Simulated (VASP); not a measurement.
# MgSn2O3 (P-4m2) in VASP: notebook, part 2 of 2

VASP 6.6.1.

**4. Single point, PBE**

File INCAR:

```
PREC = Accurate
ENCUT = 520
EDIFF = 1E-6
ISMEAR = 0
SIGMA = 0.1
LREAL = F
LASPH = T
NELM = 80
ALGO = Normal
ISIF = 2
LWAVE = F
LCHARG = F
GGA = PE
NBANDS = 33
```

File KPOINTS:

```
regular mesh
0
Gamma
  6 6 2
```

File POSCAR:

```
MgSn2O3
1.0
    3.5159124465      0.0000000000      0.0000000000
    0.0000000000      3.5159124465      0.0000000000
    0.0000000000      0.0000000000      9.0234361055
Mg Sn O
1 2 3
Direct
    0.0000000000      0.0000000000      0.5000000000
    0.0000000000      0.5000000000      0.1415050043
    0.5000000000      0.0000000000      0.8584949957
    0.5000000000      0.5000000000      0.0000000000
    0.0000000000      0.0000000000      0.0000000000
    0.5000000000      0.5000000000      0.5000000000
```

Potentials or basis: VASP PAW PBE potentials, release 64 (Mg, Sn_d, O).

Started as:

```sh
cat potpaw_PBE.64/Mg/POTCAR potpaw_PBE.64/Sn_d/POTCAR potpaw_PBE.64/O/POTCAR > POTCAR
mpirun -np 1 vasp_std > vasp.out
```

OUTCAR:

```text
PREC = Accurate
   ENCUT = 520
   EDIFF = 1E-6
   ISMEAR = 0
   LREAL = F
   LASPH = T
   NELM = 80
   ISIF = 2
   GGA = PE

 ion  position               nearest neighbor table
   1  0.000  0.000  0.500-   6 2.49   6 2.49   6 2.49   6 2.49   3 3.68   3 3.68   2 3.68   2 3.68

   2  0.000  0.500  0.142-   4 2.17   5 2.17   5 2.17   4 2.17   3 3.56   3 3.56   3 3.56   3 3.56
                             1 3.68   1 3.68
   3  0.500  0.000  0.858-   4 2.17   5 2.17   4 2.17   5 2.17   2 3.56   2 3.56   2 3.56   2 3.56
                             1 3.68   1 3.68
   4  0.500  0.500  0.000-   2 2.17   3 2.17   3 2.17   2 2.17
   5  0.000  0.000  0.000-   2 2.17   3 2.17   2 2.17   3 2.17
   6  0.500  0.500  0.500-   1 2.49   1 2.49   1 2.49   1 2.49

  LATTYP: Found a simple tetragonal cell.
 ALAT       =     3.5159124465
 C/A-ratio  =     2.5664564300

  Lattice vectors:

 A1 = (   3.5159124465,   0.0000000000,   0.0000000000)
 A2 = (   0.0000000000,   3.5159124465,   0.0000000000)
 A3 = (   0.0000000000,   0.0000000000,   9.0234361055)

Analysis of symmetry for initial positions (statically):
=====================================================================
 Subroutine PRICEL returns:
 Original cell was already a primitive cell.

 Routine SETGRP: Setting up the symmetry group for a
 simple tetragonal supercell.

 Subroutine GETGRP returns: Found  8 space group operations
 (whereof  8 operations were pure point group operations)
 out of a pool of 16 trial point group operations.

The static configuration has the point symmetry D_2d.

Analysis of symmetry for dynamics (positions and initial velocities):
=====================================================================
 Subroutine PRICEL returns:
 Original cell was already a primitive cell.

 Routine SETGRP: Setting up the symmetry group for a
[... 128 lines left out ...]
     AMIX     =   0.40;   BMIX     =  1.00
     AMIX_MAG =   1.60;   BMIX_MAG =  1.00
  volume/ion in A,a.u.               =      18.59       125.46
  Fermi-wavevector in a.u.,A,eV,Ry     =   1.235964  2.335634 20.784362  1.527608
  Thomas-Fermi vector in A             =   2.370592
   LORBIT       =      0    0 simple, 1 ext, 2 COOP (PROOUT), +10 PAW based schemes
   GGA     = PE    functional components
   LHFCALC =     F    Hartree Fock is set to
   AEXX    =    0.0000 exact exchange contribution
   IVDW    =     0    specifies the selected vdW correction
   LEPSILON=     F    determine dielectric tensor
   LRPA    =     F    only Hartree local field effects (RPA)
 non-spin polarized calculation
 Gauss-broadening in eV      SIGMA  =   0.10
  energy-cutoff  :      520.00
  volume of cell :      111.54
 maximum number of plane-waves:      3034
 NGX is ok and might be reduce to    28
   NGX = 13   NGY = 13   NGZ = 33

 number of electron      48.0000023 magnetization

 Free energy of the ion-electron system (eV)
  ---------------------------------------------------
  ext. energy  EPLUGINS =         0.00000000
  ---------------------------------------------------
  free energy    TOTEN  =       -30.79019023 eV

  energy without entropy =      -30.79019023  energy(sigma->0) =      -30.79019023

 E-fermi :   4.6291     XC(G=0):  -9.2689

 val. band max:        4.2006668641   @ k =   0.0000   0.0000   0.0000
 cond. band min:       5.0406403746   @ k =   0.0000   0.0000   0.0000
 fundamental gap:      0.8399735105
 Fermi energy:         4.6291245873

 k-point     1 :       0.0000    0.0000    0.0000
  band No.  band energies     occupation
      1     -17.4700      2.00000
      2     -17.0707      2.00000
      3     -16.9212      2.00000
      4     -16.9212      2.00000
      5     -16.9117      2.00000
      6     -16.8874      2.00000
[... 709 lines left out ...]
     32      11.2847      0.00000
     33      11.2848      0.00000

------------------------ aborting loop because EDIFF is reached ----------------------------------------

  FORCE on cell =-STRESS in cart. coord.  units (eV):
  Direction    XX          YY          ZZ          XY          YZ          ZX
  --------------------------------------------------------------------------------------
  -------------------------------------------------------------------------------------
  Total        0.0165383      0.0165383      0.2604730      0.0000000      0.0000000      0.0000000
  in kB        0.2375490      0.2375490      3.7413231      0.0000000      0.0000000      0.0000000
  external PRESSURE =       1.4054737 kB  Pullay stress =       0.0000000 kB

 VOLUME and BASIS-vectors are now :
 -----------------------------------------------------------------------------
  energy-cutoff  :      520.00
  volume of cell :      111.54
      direct lattice vectors                 reciprocal lattice vectors
     3.515912446  0.000000000  0.000000000     0.284421189  0.000000000  0.000000000
     0.000000000  3.515912446  0.000000000     0.000000000  0.284421189  0.000000000
     0.000000000  0.000000000  9.023436106     0.000000000  0.000000000  0.110822528

 POSITION                                       TOTAL-FORCE (eV/Angst)
 -----------------------------------------------------------------------------------
      0.00000      0.00000      4.51172        -0.000000      0.000000      0.000000
      0.00000      1.75796      1.27686        -0.000000      0.000000      0.088967
      1.75796      0.00000      7.74657         0.000000      0.000000     -0.088967
      1.75796      1.75796      0.00000         0.000000     -0.000000      0.000000
      0.00000      0.00000      0.00000        -0.000000      0.000000      0.000000
      1.75796      1.75796      4.51172        -0.000000     -0.000000      0.000000
 -----------------------------------------------------------------------------------
    total drift:                                0.000000      0.000000      0.000000

  FREE ENERGIE OF THE ION-ELECTRON SYSTEM (eV)
  ---------------------------------------------------
  free  energy   TOTEN  =       -30.7901902313 eV

  energy  without entropy=      -30.7901902312  energy(sigma->0) =      -30.79019023
```

stdout:

```text
POSCAR found type information on POSCAR MgSnO
 POSCAR found :  3 types and       6 ions
 scaLAPACK will be used
 LDA part: xc-table for (Slater+PW92), standard interpolation
 POSCAR, INCAR and KPOINTS ok, starting setup
 FFT: planning ... GRIDC
 FFT: planning ... GRID_SOFT
 FFT: planning ... GRID
 WAVECAR not read
 entering main loop
```

It took 40 s on 1 thread of AMD EPYC 9R45 (Zen 5), shared host; peak memory 0.22 GiB.

What came out:

| Quantity | Value |
| --- | --- |
| Free energy | -30.7902 eV |
| Pressure | 0.1 GPa |
| Largest force | 0.089 eV/Å |
| Band gap on the k mesh | 0.84 eV |

Forces in eV/Å, atoms in the order of the input:
```
Mg   0.000  0.000  0.000
Sn   0.000  0.000  0.089
Sn   0.000  0.000 -0.089
O    0.000  0.000  0.000
O    0.000  0.000  0.000
O    0.000  0.000  0.000
```

Levels at points of the mesh, in eV from the valence-band top:
```csv
k point,band 22,band 23,band 24,band 25,band 26,band 27
"(0.00, 0.00, 0.00)",-0.85,-0.85,0.00,0.84,3.79,5.02
"(0.50, 0.00, 0.00)",-1.58,-0.70,-0.61,1.15,2.09,4.66
"(0.50, 0.50, 0.00)",-1.32,-1.32,-0.45,1.03,2.06,3.18
"(0.00, 0.00, 0.50)",-0.88,-0.85,-0.85,1.80,3.50,4.30
"(0.50, 0.00, 0.50)",-1.80,-0.70,-0.34,1.31,1.87,4.71
"(0.50, 0.50, 0.50)",-1.27,-1.27,-0.54,1.40,2.17,2.38
```

Caveat: spin-orbit coupling is left out, which moves the levels of the heavy elements.

**5. Single point, PBE**

This run uses another cell than the first one, of 18.77 Å³/atom.

File INCAR:

```
SYSTEM = MgSn2O3
  ALGO = Normal
  EDIFF = 1E-6
  ENCUT = 520
  GGA = PE
  ISIF = 2
  ISMEAR = 0
  LASPH = .TRUE.
  LCHARG = .FALSE.
  LREAL = .FALSE.
  LWAVE = .FALSE.
  NBANDS = 33
  NELM = 80
  PREC = Accurate
  SIGMA = 0.02
```

File KPOINTS:

```
k-points
0
G
  8 8 4
  0 0 0
```

File POSCAR:

```
MgSn2O3
1.0
    3.5126842705      0.0000000000      0.0000000000
    0.0000000000      3.5126842705      0.0000000000
    0.0000000000      0.0000000000      9.1259893331
Mg Sn O
1 2 3
Direct
    0.0000000000      0.0000000000      0.5000000000
    0.0000000000      0.5000000000      0.1400411860
    0.5000000000      0.0000000000      0.8599588140
    0.5000000000      0.5000000000      0.0000000000
    0.0000000000      0.0000000000      0.0000000000
    0.5000000000      0.5000000000      0.5000000000
```

Started as:

```sh
cat potpaw_PBE.64/Mg/POTCAR potpaw_PBE.64/Sn_d/POTCAR potpaw_PBE.64/O/POTCAR > POTCAR
mpirun -np 1 vasp_std > vasp.out
```

It took 90 s on 1 thread of AMD EPYC 9R45 (Zen 5), shared host; peak memory 0.28 GiB.

It converged, with:

- Free energy: -30.7964 eV
- Pressure: 0.1 GPa
- Largest force: 0.098 eV/Å
- Band gap on the k mesh: 0.87 eV (least direct gap 0.88 eV)

Forces in eV/Å, atoms in the order of the input:
```
Mg   0.000  0.000  0.000
Sn   0.000  0.000  0.098
Sn   0.000  0.000 -0.098
O    0.000  0.000  0.000
O    0.000  0.000  0.000
O    0.000  0.000  0.000
```

Stress tensor (GPa, compression positive):
```
0.09 0.00 0.00
0.00 0.09 0.00
0.00 0.00 0.22
```

Levels at points of the mesh, in eV from the valence-band top:
```
           k point  band 20  band 21  band 22  band 23  band 24  band 25  band 26  band 27  band 28  band 29
(0.00, 0.00, 0.00)    -1.99    -1.99    -0.79    -0.79    -0.01     0.87     3.83     5.00     5.17     5.17
(0.50, 0.00, 0.00)    -3.19    -1.91    -1.56    -0.64    -0.57     1.21     2.09     4.68     5.12     5.84
(0.50, 0.50, 0.00)    -1.30    -1.30    -1.29    -1.29    -0.39     1.14     2.09     3.27     4.40     4.66
(0.00, 0.00, 0.50)    -1.99    -1.99    -0.86    -0.79    -0.79     1.79     3.52     4.33     5.20     5.20
(0.50, 0.00, 0.50)    -3.08    -2.04    -1.76    -0.64    -0.31     1.36     1.88     4.73     5.34     5.65
(0.50, 0.50, 0.50)    -1.30    -1.30    -1.25    -1.25    -0.47     1.47     2.29     2.38     4.34     4.92
```

Caveat: spin-orbit coupling is left out, which moves the levels of the heavy elements.

**6. Relaxation of cell and atoms, PBE**

This run uses another cell than the first one, of 19.04 Å³/atom.

File INCAR:

```
SYSTEM = MgSn2O3
ALGO = Normal
EDIFF = 1E-6
EDIFFG = -0.04
ENCUT = 600
GGA = PE
IBRION = 2
ISIF = 3
ISMEAR = 0
LASPH = .TRUE.
LCHARG = .FALSE.
LREAL = .FALSE.
LWAVE = .FALSE.
NELM = 100
NSW = 90
PREC = Accurate
SIGMA = 0.1
```

File KPOINTS:

```
k-points
0
G
  4 4 4
  0 0 0
```

File POSCAR:

```
MgSn2O3
1.0
    4.3126122200      0.0000000000      0.0000000000
    0.0000000000      4.3126122200      0.0000000000
    0.0000000000      0.0000000000      6.1414808200
Mg Sn O
1 2 3
Direct
    0.0000000000      0.0000000000      0.5000000000
    0.0000000000      0.5000000000      0.2679100000
    0.5000000000      0.0000000000      0.7320900000
    0.5000000000      0.5000000000      0.0000000000
    0.0000000000      0.0000000000      0.0000000000
    0.5000000000      0.5000000000      0.5000000000
```

Potentials or basis: VASP PAW PBE potentials, release 64 (Mg, Sn_d, O).

Started as:

```sh
cat potpaw_PBE.64/Mg/POTCAR potpaw_PBE.64/Sn_d/POTCAR potpaw_PBE.64/O/POTCAR > POTCAR
mpirun -np 1 vasp_std > vasp.out
```

Run time: 9.4 min. Hardware: 1 thread of AMD EPYC 9R45 (Zen 5), shared host; peak memory 0.27 GiB.

The run converged. Its results:

```yaml
Free_energy: -30.6426 eV
Relaxed_volume: 17.02 Å³/atom
Relaxed_cell: a = 3.551 Å, b = 3.551 Å, c = 8.101 Å, α = 90.00°, β = 90.00°, γ = 90.00°
Space_group_after_relaxing_to_0.1_Å: P-4m2 (No. 115)
Energy_gained_by_relaxing: 1128.2 meV/atom
Ionic_steps: 21
Pressure_after_relaxing: 0.0 GPa
Largest_force_after_relaxing: 0.036 eV/Å
Band_gap_on_the_k_mesh: zero (bands 24 and 25 overlap by 0.06 eV)
```

Forces in eV/Å, atoms in the order of the input:
```
Mg   0.000  0.000  0.000
Sn   0.000  0.000  0.036
Sn   0.000  0.000 -0.036
O    0.000  0.000  0.000
O    0.000  0.000  0.000
O    0.000  0.000  0.000
```

Step by step:
| step | energy change (eV) | largest force (eV/Å) | pressure (GPa) | volume (Å³) |
| --- | --- | --- | --- | --- |
| 1 | 0.0000 | 5.0996 | -6.65 | 114.22 |
| 2 | -2.8146 | 4.0514 | -4.86 | 101.63 |
| 3 | -3.7593 | 0.6896 | 6.59 | 90.75 |
| 4 | -3.7790 | 1.1689 | 4.61 | 91.99 |
| 5 | -4.5883 | 1.0519 | 4.08 | 95.04 |
| 6 | -4.6482 | 3.1558 | 7.65 | 97.47 |
| 7 | -5.2184 | 2.9780 | 2.91 | 104.08 |
| 8 | -5.9091 | 1.2614 | -5.81 | 123.16 |
| 9 | -6.3502 | 0.7678 | -5.33 | 118.54 |
| 10 | -6.4756 | 0.3095 | -4.92 | 115.45 |
| 11 | -6.4830 | 0.1897 | -4.81 | 114.72 |
| 12 | -6.6080 | 1.3967 | 1.16 | 107.09 |
| 13 | -6.6087 | 1.3126 | 0.74 | 107.57 |
| 14 | -6.7133 | 0.6034 | 0.56 | 104.67 |
| 15 | -6.7471 | 0.2252 | 0.59 | 101.15 |
| 16 | -6.7486 | 0.0833 | 0.60 | 101.76 |
| 17 | -6.7640 | 0.0489 | 0.00 | 102.31 |
| 18 | -6.7680 | 0.0207 | -0.45 | 102.75 |
| 19 | -6.7683 | 0.1494 | 0.27 | 102.05 |
| 20 | -6.7686 | 0.0744 | -0.03 | 102.36 |
| 21 | -6.7691 | 0.0363 | 0.00 | 102.14 |

Final structure:
```
CELL_PARAMETERS angstrom
3.55083 0.00000 0.00000
0.00000 3.55083 0.00000
0.00000 0.00000 8.10063
ATOMIC_POSITIONS crystal
Mg 0.00000 0.00000 0.50000
Sn 0.00000 0.50000 0.15589
Sn 0.50000 0.00000 0.84411
O 0.50000 0.50000 0.00000
O 0.00000 0.00000 0.00000
O 0.50000 0.50000 0.50000
```

Levels at points of the mesh, in eV from the Fermi level:
```tsv
k point	band 20	band 21	band 22	band 23	band 24	band 25	band 26	band 27	band 28
(0.00, 0.00, 0.00)	-2.52	-2.52	-1.48	-1.48	0.03	0.68	3.33	4.55	5.24
(0.50, 0.00, 0.00)	-4.13	-2.55	-1.69	-1.32	-1.06	0.63	2.13	4.53	4.79
(0.50, 0.50, 0.00)	-1.84	-1.84	-1.52	-1.52	-1.21	-0.03	1.89	2.41	4.74
(0.00, 0.00, 0.50)	-2.53	-2.53	-1.48	-1.48	-1.05	1.92	3.28	4.16	4.67
(0.50, 0.00, 0.50)	-3.89	-2.84	-2.12	-1.32	-0.62	0.89	1.82	4.63	5.13
(0.50, 0.50, 0.50)	-1.84	-1.84	-1.41	-1.41	-1.41	0.65	1.10	2.58	4.37
```

Caveat: the k points lie up to 0.44 Å⁻¹ apart in the final cell; semilocal functionals underestimate gaps, and a narrow one can read as zero; a cell axis changed by over 15 % at a fixed basis, so the end point is rough; spin-orbit coupling is left out, which moves the levels of the heavy elements.

**7. Relaxation of cell and atoms, PBE**

File INCAR:

```
SYSTEM = MgSn2O3
ALGO = Normal ; EDIFF = 1E-6
EDIFFG = -0.04 ; ENCUT = 600
GGA = PE ; IBRION = 2
ISIF = 3 ; ISMEAR = 0
LASPH = .True. ; LCHARG = .False.
LREAL = .False. ; LWAVE = .False.
NELM = 100 ; NSW = 90
PREC = Accurate ; SIGMA = 0.1
```

File KPOINTS:

```
k-points
0
Gamma
  6 6 2
  0 0 0
```

File POSCAR:

```
MgSn2O3
1.0
    3.5159124465      0.0000000000      0.0000000000
    0.0000000000      3.5159124465      0.0000000000
    0.0000000000      0.0000000000      9.0234361055
Mg Sn O
1 2 3
Direct
    0.0000000000      0.0000000000      0.5000000000
    0.0000000000      0.5000000000      0.1415050043
    0.5000000000      0.0000000000      0.8584949957
    0.5000000000      0.5000000000      0.0000000000
    0.0000000000      0.0000000000      0.0000000000
    0.5000000000      0.5000000000      0.5000000000
```

Started as:

```sh
cat potpaw_PBE.64/Mg/POTCAR potpaw_PBE.64/Sn_d/POTCAR potpaw_PBE.64/O/POTCAR > POTCAR
mpirun -np 1 vasp_std > vasp.out
```

It took 73 s on 1 thread of AMD EPYC 9R45 (Zen 5), shared host; peak memory 0.25 GiB.

It converged, with:

```yaml
Free_energy: -30.7971 eV
Relaxed_volume: 18.60 Å³/atom
Relaxed_cell: a = 3.515 Å, b = 3.515 Å, c = 9.033 Å, α = 90.00°, β = 90.00°, γ = 90.00°
Space_group_after_relaxing_to_0.1_Å: P-4m2 (No. 115)
Energy_gained_by_relaxing: 0.1 meV/atom
Ionic_steps: 3
Pressure_after_relaxing: -0.1 GPa
Largest_force_after_relaxing: 0.004 eV/Å
Band_gap_on_the_k_mesh: 0.84 eV
```

Forces on the atoms (eV/Å):
```
Mg   0.000  0.000  0.000
Sn   0.000  0.000 -0.004
Sn   0.000  0.000  0.004
O    0.000  0.000  0.000
O    0.000  0.000  0.000
O    0.000  0.000  0.000
```

Stress tensor (GPa, compression positive):
```
-0.15  0.00  0.00
 0.00 -0.15  0.00
 0.00  0.00 -0.02
```

The path:
| step | energy change (eV) | largest force (eV/Å) | pressure (GPa) | volume (Å³) |
| --- | --- | --- | --- | --- |
| 1 | 0.0000 | 0.0865 | 0.06 | 111.54 |
| 2 | -0.0002 | 0.0559 | -0.20 | 111.66 |
| 3 | -0.0004 | 0.0044 | -0.11 | 111.62 |

Final structure:
```xyz
6
Lattice="3.5152 0.0000 0.0000 0.0000 3.5152 0.0000 0.0000 0.0000 9.0332" Properties=species:S:1:pos:R:3 pbc="T T T"
Mg    0.0000    0.0000    4.5166
Sn    3.5152    1.7576    1.2809
Sn    1.7576    0.0000    7.7523
O     1.7576    1.7576    0.0000
O     0.0000    0.0000    0.0000
O     1.7576    1.7576    4.5166
```

Levels at points of the mesh, in eV from the valence-band top:
| k point | band 20 | band 21 | band 22 | band 23 | band 24 | band 25 | band 26 | band 27 | band 28 |
| --- | --- | --- | --- | --- | --- | --- | --- | --- | --- |
| (0.00, 0.00, 0.00) | -1.99 | -1.99 | -0.84 | -0.84 | 0.00 | 0.84 | 3.82 | 5.03 | 5.12 |
| (0.50, 0.00, 0.00) | -3.26 | -1.96 | -1.58 | -0.69 | -0.61 | 1.15 | 2.09 | 4.66 | 5.08 |
| (0.50, 0.50, 0.00) | -1.32 | -1.32 | -1.30 | -1.30 | -0.45 | 1.03 | 2.06 | 3.18 | 4.40 |
| (0.00, 0.00, 0.50) | -1.99 | -1.99 | -0.88 | -0.84 | -0.84 | 1.80 | 3.51 | 4.34 | 5.16 |
| (0.50, 0.00, 0.50) | -3.15 | -2.10 | -1.80 | -0.69 | -0.34 | 1.31 | 1.87 | 4.71 | 5.32 |
| (0.50, 0.50, 0.50) | -1.30 | -1.30 | -1.27 | -1.27 | -0.54 | 1.40 | 2.17 | 2.38 | 4.31 |

Caveat: spin-orbit coupling is left out, which moves the levels of the heavy elements.

**8. Summary**

| task | cell | k mesh | cutoff (eV) | smearing | gap on the mesh (eV) | pressure (GPa) | relaxed volume (Å³/atom) | largest force (eV/Å) |
| --- | --- | --- | --- | --- | --- | --- | --- | --- |
| single point | a = 3.516, b = 3.516, c = 9.023 Å, 6 atoms, atomic positions A | 4 × 4 × 4 | 520 | gaussian 0.1 eV | 0.84 | 0.1 | - | 0.10 |
| single point | a = 4.313, b = 4.313, c = 6.141 Å, 6 atoms, atomic positions B | 4 × 4 × 4 | 520 | gaussian 0.1 eV | none | -6.6 | - | 5.10 |
| single point | a = 3.516, b = 3.516, c = 9.023 Å, 6 atoms, atomic positions A | 6 × 6 × 2 | 520 | gaussian 0.1 eV | 0.84 | 0.1 | - | 0.09 |
| single point | a = 3.513, b = 3.513, c = 9.126 Å, 6 atoms, atomic positions C | 8 × 8 × 4 | 520 | gaussian 0.02 eV | 0.87 | 0.1 | - | 0.10 |
| relaxation of cell and atoms | relaxed from a = 4.313, b = 4.313, c = 6.141 Å, 6 atoms, atomic positions B | 4 × 4 × 4 | 600 | gaussian 0.1 eV | none | 0.0 | 17.02 | 0.04 |
| relaxation of cell and atoms | relaxed from a = 3.516, b = 3.516, c = 9.023 Å, 6 atoms, atomic positions A | 6 × 6 × 2 | 600 | gaussian 0.1 eV | 0.84 | -0.1 | 18.60 | - |

Alike in all rows: level PBE; potentials or basis VASP PAW PBE potentials, release 64 (Mg, Sn_d, O); no spin polarisation.

Caveats: some runs use coarse meshes; spin-orbit coupling is left out, which moves the levels of the heavy elements; semilocal functionals underestimate gaps, and a narrow one can read as zero (at least some runs); forces of over 1 eV/Å act on the atoms, so gaps and moduli don't describe the material at rest (at least some runs); a cell axis changed by over 15 % at a fixed basis, so the end point is rough (at least some runs).

Absolute energies hang on the potentials; compare differences alone.

The gap in the log of VASP goes by the Fermi energy; the results here count the filled bands.